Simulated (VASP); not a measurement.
Here is a VASP 6.6.1 calculation.

The input INCAR:

```
ALGO     = Normal         # electronic algorithm
EDIFF    = 1E-6           # SCF threshold, eV
ENCUT    = 600            # plane-wave cutoff, eV
GGA      = PE             # functional
GGA_COMPAT= F            
ISIF     = 2              # what is computed and relaxed
ISMEAR   = 0              # smearing method
IVDW     = 12             # dispersion correction
LASPH    = T              # aspherical terms in the spheres
LCHARG   = F              # write CHGCAR
LREAL    = F              # projectors in reciprocal space
LWAVE    = F              # write WAVECAR
NBANDS   = 11             # bands
NELM     = 120            # most SCF steps
PREC     = Accurate       # precision mode
SIGMA    = 0.01           # smearing width, eV
```

The input KPOINTS:

```
k-points
0
Gamma
  8 8 8
```

The input POSCAR:

```
AlN
1.0
    0.0000000000      2.1860780544      2.1860780544
    2.1860780544      0.0000000000      2.1860780544
    2.1860780544      2.1860780544      0.0000000000
Al N
1 1
Direct
    0.0000000000      0.0000000000      0.0000000000
    0.7500000000      0.7500000000      0.7500000000
```

Potentials or basis: VASP PAW PBE potentials, release 64 (Al, N).

Run with:

```bash
$ cat potpaw_PBE.64/Al/POTCAR potpaw_PBE.64/N/POTCAR > POTCAR
$ mpirun -np 1 vasp_std > vasp.out
```

Q: What does it give for the band gap on the k mesh?

A: 3.32 eV, indirect (least direct gap 4.17 eV).

Q: What does it give for the dispersion energy per atom?

A: -0.269 eV.

Q: Estimate the pressure.

A: -0.4 GPa.

A k mesh can miss the band edges.
